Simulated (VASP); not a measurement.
# Al2O3 (P-6m2) in VASP: further runs

Aim: see how the results for Al2O3 move with the level of theory and the settings. Levels: BLYP, LDA, PBEsol. Tasks: single point.

Everything below comes from runs of VASP 6.6.1. Logs are shortened: lines on timing, memory, paths and dates and some standing lists are left out, and cuts for length are marked.

**1. The cell of the first run**

It takes space group P-6m2 (No. 187, hexagonal). Conventional cell: a = 2.884 Å, b = 2.884 Å, c = 9.337 Å, α = 90.00°, β = 90.00°, γ = 120.00°. Al (site symmetry 3m) has 6 O at 1.80 to 2.18 Å within 2.4 Å. Within 2.4 Å of O (site symmetry 3m) lie 3 Al at 1.80 Å. Within 2.9 Å of O (site symmetry -6m2) lie 6 Al at 2.18 Å and 12 O at 2.66 to 2.88 Å.

**2. Single point, BLYP**

INCAR

```
SYSTEM = Al2O3
AGGAC    = 1.0          
AGGAX    = 1.0          
ALDAC    = 0.0          
ALDAX    = 1.0          
ALGO     = Normal         ! electronic algorithm
EDIFF    = 1E-6           ! SCF threshold, eV
ENCUT    = 600            ! plane-wave cutoff, eV
GGA      = B5             ! functional
GGA_COMPAT= .False.      
ISIF     = 2              ! what is computed and relaxed
ISMEAR   = 0              ! smearing method
LASPH    = .True.         ! aspherical terms in the spheres
LCHARG   = .False.        ! write CHGCAR
LREAL    = .False.        ! projectors in reciprocal space
LWAVE    = .False.        ! write WAVECAR
NBANDS   = 20             ! bands
NELM     = 120            ! most SCF steps
PREC     = Accurate       ! precision mode
SIGMA    = 0.01           ! smearing width, eV
```

KPOINTS

```
k-points
0
Gamma
  12 12 2
  0 0 0
```

POSCAR

```
Al2O3
1.0
    2.8843250000      0.0000000000      0.0000000000
   -1.4421625000      2.4978987228      0.0000000000
    0.0000000000      0.0000000000      9.3367540000
Al O
2 3
Direct
    0.0000000000      0.0000000000      0.1499920000
    0.0000000000      0.0000000000      0.8500080000
    0.3333333333      0.6666666667      0.2223170000
    0.3333333333      0.6666666667      0.7776830000
    0.6666666667      0.3333333333      0.0000000000
```

Potentials or basis: VASP PAW PBE potentials, release 64 (Al, O).

Run with:

```
> cat potpaw_PBE.64/Al/POTCAR potpaw_PBE.64/O/POTCAR > POTCAR
> mpirun -np 1 vasp_std > vasp.out
```

OUTCAR:

```text
SYSTEM = Al2O3
   EDIFF = 1E-6
   ENCUT = 600
   GGA = B5
   ISIF = 2
   ISMEAR = 0
   LASPH = .True.
   LREAL = .False.
   NELM = 120
   PREC = Accurate

 ion  position               nearest neighbor table
   1  0.000  0.000  0.150-   3 1.80   3 1.80   3 1.80   5 2.18   5 2.18   5 2.18   2 2.80
   2  0.000  0.000  0.850-   4 1.80   4 1.80   4 1.80   5 2.18   5 2.18   5 2.18   1 2.80
   3  0.333  0.667  0.222-   1 1.80   1 1.80   1 1.80
   4  0.333  0.667  0.778-   2 1.80   2 1.80   2 1.80
   5  0.667  0.333  0.000-   1 2.18   2 2.18   1 2.18   2 2.18   1 2.18   2 2.18

  LATTYP: Found a hexagonal cell.
 ALAT       =     2.8843250000
 C/A-ratio  =     3.2370672514

  Lattice vectors:

 A1 = (   2.8843250000,   0.0000000000,   0.0000000000)
 A2 = (  -1.4421625000,   2.4978987228,   0.0000000000)
 A3 = (   0.0000000000,   0.0000000000,   9.3367540000)

Analysis of symmetry for initial positions (statically):
=====================================================================
 Subroutine PRICEL returns:
 Original cell was already a primitive cell.

 Routine SETGRP: Setting up the symmetry group for a
 hexagonal supercell.

 Subroutine GETGRP returns: Found 12 space group operations
 (whereof 12 operations were pure point group operations)
 out of a pool of 24 trial point group operations.

The static configuration has the point symmetry D_3h.

Analysis of symmetry for dynamics (positions and initial velocities):
=====================================================================
 Subroutine PRICEL returns:
 Original cell was already a primitive cell.

 Routine SETGRP: Setting up the symmetry group for a
 hexagonal supercell.

 Subroutine GETGRP returns: Found 12 space group operations
 (whereof 12 operations were pure point group operations)
 out of a pool of 24 trial point group operations.

The dynamic configuration has the point symmetry D_3h.

 Subroutine INISYM returns: Found 12 space group operations
 (whereof 12 operations are pure point group operations),
 and found     1 'primitive' translations

----------------------------------------------------------------------------------------

                                     Primitive cell

  volume of cell :      67.2690

  direct lattice vectors                    reciprocal lattice vectors
     2.884325000  0.000000000  0.000000000     0.346701568  0.200168244  0.000000000
    -1.442162500  2.497898723  0.000000000     0.000000000  0.400336487  0.000000000
     0.000000000  0.000000000  9.336754000     0.000000000  0.000000000  0.107103604

  length of vectors
     2.884325000  2.884325000  9.336754000     0.400336487  0.400336487  0.107103604

  position of ions in fractional coordinates (direct lattice)
     0.000000000  0.000000000  0.149992000
     0.000000000  0.000000000  0.850008000
     0.333333333  0.666666667  0.222317000
     0.333333333  0.666666667  0.777683000
     0.666666667  0.333333333  0.000000000

  ion indices of the primitive-cell ions
   primitive index   ion index
                 1           1
                 2           2
                 3           3
                 4           4
                 5           5

----------------------------------------------------------------------------------------

 KPOINTS: k-points

Automatic generation of k-mesh.
 Grid dimensions read from file:
 generate k-points for:   12   12    2

 Generating k-lattice:

  Cartesian coordinates                     Fractional coordinates (reciprocal lattice)
     0.028891797  0.016680687  0.000000000     0.083333333  0.000000000  0.000000000
     0.000000000  0.033361374  0.000000000     0.000000000  0.083333333  0.000000000
     0.000000000  0.000000000  0.053551802     0.000000000  0.000000000  0.500000000

  Length of vectors
     0.033361374  0.033361374  0.053551802

  Shift w.r.t. Gamma in fractional coordinates (k-lattice)
     0.000000000  0.000000000  0.000000000

 Subroutine IBZKPT returns following result:
 ===========================================

 Found     38 irreducible k-points:

 Following reciprocal coordinates:
            Coordinates               Weight
  0.000000  0.000000  0.000000      1.000000
  0.083333 -0.000000  0.000000      6.000000
  0.166667 -0.000000  0.000000      6.000000
  0.250000 -0.000000  0.000000      6.000000
  0.333333 -0.000000  0.000000      6.000000
  0.416667  0.000000  0.000000      6.000000
[... 16 lines left out ...]
  0.250000 -0.000000  0.500000      6.000000
  0.333333 -0.000000  0.500000      6.000000
 [... further k-points ...]
   k-points           NKPTS =     38   k-points in BZ     NKDIM =     38   number of bands    NBANDS=     20
   number of dos      NEDOS =    301   number of ions     NIONS =      5
   total plane-waves  NPLWV =  46080
   dimension x,y,z NGX =    24 NGY =   24 NGZ =   80
   dimension x,y,z NGXF=    48 NGYF=   48 NGZF=  160
   ions per type =               2   3
   NGX,Y,Z   is equivalent  to a cutoff of  13.83, 13.83, 14.24 a.u.
   NGXF,Y,Z  is equivalent  to a cutoff of  27.67, 27.67, 28.49 a.u.
 SYSTEM =  Al2O3
   PREC   = accura    normal or accurate (medium, high low for compatibility)
   ISTART =      0    job   : 0-new  1-cont  2-samecut
   ICHARG =      2    charge: 1-file 2-atom 10-const
   ISPIN  =      1    spin polarized calculation?
   LNONCOLLINEAR =      F non collinear calculations
   LSORBIT =      F    spin-orbit coupling
   LASPH  =      T    aspherical Exc in radial PAW
   ENCUT  =  600.0 eV  44.10 Ry    6.64 a.u.   5.76  5.76 18.65*2*pi/ulx,y,z
   NELM   =    120;   NELMIN=  2; NELMDL= -5     # of ELM steps
   EDIFF  = 0.1E-05   stopping-criterion for ELM
   LREAL  =      F    real-space projection
   EDIFFG = 0.1E-04   stopping-criterion for IOM
   NSW    =      0    number of steps for IOM
[... 5 lines left out ...]
   TEBEG  =    0.0;   TEEND  =   0.0 temperature during run
   PSTRESS=    0.0 pullay stress
   NELECT =      24.0000    total number of electrons
   NUPDOWN=      -1.0000    fix difference up-down
   EMIN   =  10.00;   EMAX   =-10.00  energy-range for DOS
   EFERMI =   0.00;   METHOD = LEGACY
   ISMEAR =     0;   SIGMA  =   0.01  broadening in eV -4-tet -1-fermi 0-gaus
   EFERMI_NEDOS =   21; number of points for ismear=-14 and -15
   IALGO  =     38    algorithm
   IMIX   =      4    mixing-type and parameters
     AMIX     =   0.40;   BMIX     =  1.00
     AMIX_MAG =   1.60;   BMIX_MAG =  1.00
  volume/ion in A,a.u.               =      13.45        90.79
  Fermi-wavevector in a.u.,A,eV,Ry     =   1.161111  2.194181 18.343074  1.348178
  Thomas-Fermi vector in A             =   2.297686
   LORBIT       =      0    0 simple, 1 ext, 2 COOP (PROOUT), +10 PAW based schemes
   GGA     = B5    functional components
   LHFCALC =     F    Hartree Fock is set to
   AEXX    =    0.0000 exact exchange contribution
   IVDW    =     0    specifies the selected vdW correction
   LEPSILON=     F    determine dielectric tensor
   LRPA    =     F    only Hartree local field effects (RPA)
 non-spin polarized calculation
 Gauss-broadening in eV      SIGMA  =   0.01
  energy-cutoff  :      600.00
  volume of cell :       67.27
 maximum number of plane-waves:      2262
 NGX is ok and might be reduce to    24
   NGX = 11   NGY = 11   NGZ = 37

 number of electron      23.9999993 magnetization

 Free energy of the ion-electron system (eV)
  ---------------------------------------------------
  ext. energy  EPLUGINS =         0.00000000
  ---------------------------------------------------
  free energy    TOTEN  =       -34.70569013 eV

  energy without entropy =      -34.70569013  energy(sigma->0) =      -34.70569013

 E-fermi :   1.1636     XC(G=0):  -8.1144

 val. band max:        1.1144712165   @ k =   0.1667  -0.0000   0.0000
 cond. band min:       6.0826567531   @ k =   0.0000   0.0000   0.0000
 fundamental gap:      4.9681855366
 Fermi energy:         1.1636498803

 k-point     1 :       0.0000    0.0000    0.0000
  band No.  band energies     occupation
      1     -17.4577      2.00000
      2     -16.4374      2.00000
      3     -15.2786      2.00000
      4      -3.7420      2.00000
      5      -0.9214      2.00000
      6      -0.3293      2.00000
[... 12 lines left out ...]
     19      16.1465      0.00000
     20      16.1588      0.00000

 k-point     2 :       0.0833   -0.0000    0.0000
  band No.  band energies     occupation
      1     -17.3738      2.00000
      2     -16.3746      2.00000
      3     -15.2480      2.00000
      4      -3.6922      2.00000
      5      -1.1316      2.00000
      6      -0.5000      2.00000
[... 12 lines left out ...]
     19      15.4283      0.00000
     20      16.2055      0.00000

 k-point     3 :       0.1667   -0.0000    0.0000
  band No.  band energies     occupation
      1     -17.1320      2.00000
      2     -16.1975      2.00000
      3     -15.1679      2.00000
      4      -3.5929      2.00000
      5      -1.8402      2.00000
      6      -1.1394      2.00000
[... 12 lines left out ...]
     19      14.4961      0.00000
     20      15.5774      0.00000

 k-point     4 :       0.2500   -0.0000    0.0000
  band No.  band energies     occupation
      1     -16.7626      2.00000
      2     -15.9414      2.00000
      3     -15.0737      2.00000
      4      -3.6380      2.00000
      5      -2.8432      2.00000
      6      -1.8322      2.00000
[... 429 lines left out ...]
 k-point    23 :       0.2500   -0.0000    0.5000
  band No.  band energies     occupation
      1     -16.7625      2.00000
      2     -15.9417      2.00000
      3     -15.0735      2.00000
      4      -3.6386      2.00000
      5      -2.8411      2.00000
      6      -1.8297      2.00000
[... 12 lines left out ...]
     19      14.0878      0.00000
     20      15.2311      0.00000

 k-point    24 :       0.3333   -0.0000    0.5000
  band No.  band energies     occupation
      1     -16.3220      2.00000
      2     -15.6661      2.00000
      3     -15.0187      2.00000
      4      -3.9948      2.00000
      5      -3.7977      2.00000
      6      -2.5212      2.00000
[... 12 lines left out ...]
     19      14.2725      0.00000
     20      15.4201      0.00000

 [... further k-points ...]

------------------------ aborting loop because EDIFF is reached ----------------------------------------

  FORCE on cell =-STRESS in cart. coord.  units (eV):
  Direction    XX          YY          ZZ          XY          YZ          ZX
  --------------------------------------------------------------------------------------
  -------------------------------------------------------------------------------------
  Total        1.2581271      1.2581271      0.4669501      0.0000000      0.0000000     -0.0000000
  in kB       29.9654063     29.9654063     11.1215699      0.0000000      0.0000000     -0.0000000
  external PRESSURE =      23.6841275 kB  Pullay stress =       0.0000000 kB

 VOLUME and BASIS-vectors are now :
 -----------------------------------------------------------------------------
  energy-cutoff  :      600.00
  volume of cell :       67.27
      direct lattice vectors                 reciprocal lattice vectors
     2.884325000  0.000000000  0.000000000     0.346701568  0.200168244  0.000000000
    -1.442162500  2.497898723  0.000000000     0.000000000  0.400336487  0.000000000
     0.000000000  0.000000000  9.336754000     0.000000000  0.000000000  0.107103604

 POSITION                                       TOTAL-FORCE (eV/Angst)
 -----------------------------------------------------------------------------------
      0.00000      0.00000      1.40044        -0.000000     -0.000000      0.237997
      0.00000      0.00000      7.93632        -0.000000     -0.000000     -0.237997
     -0.00000      1.66527      2.07572         0.000000      0.000000     -0.025159
     -0.00000      1.66527      7.26103        -0.000000     -0.000000      0.025159
      1.44216      0.83263      0.00000        -0.000000     -0.000000      0.000000
 -----------------------------------------------------------------------------------
    total drift:                                0.000000     -0.000000      0.000000

  FREE ENERGIE OF THE ION-ELECTRON SYSTEM (eV)
  ---------------------------------------------------
  free  energy   TOTEN  =       -34.7056901255 eV

  energy  without entropy=      -34.7056901255  energy(sigma->0) =      -34.70569013
```

Wall time 89 s (1 thread of Intel Xeon 8259CL, shared host); peak memory 0.22 GiB.

What came out:

| Quantity | Value |
| --- | --- |
| Free energy | -34.7057 eV |
| Pressure | 2.4 GPa |
| Largest force | 0.238 eV/Å |
| Band gap on the k mesh | 4.97 eV (least direct gap 5.20 eV) |

Forces on the atoms (eV/Å):
```
Al   0.000  0.000  0.238
Al   0.000  0.000 -0.238
O    0.000  0.000 -0.025
O    0.000  0.000  0.025
O    0.000  0.000  0.000
```

Stress tensor (GPa, compression positive):
```
3.00 0.00 0.00
0.00 3.00 0.00
0.00 0.00 1.11
```

Caveat: the PAW data sets were made with another functional, which shifts forces and pressure a little.

[end of part 1 of 2]
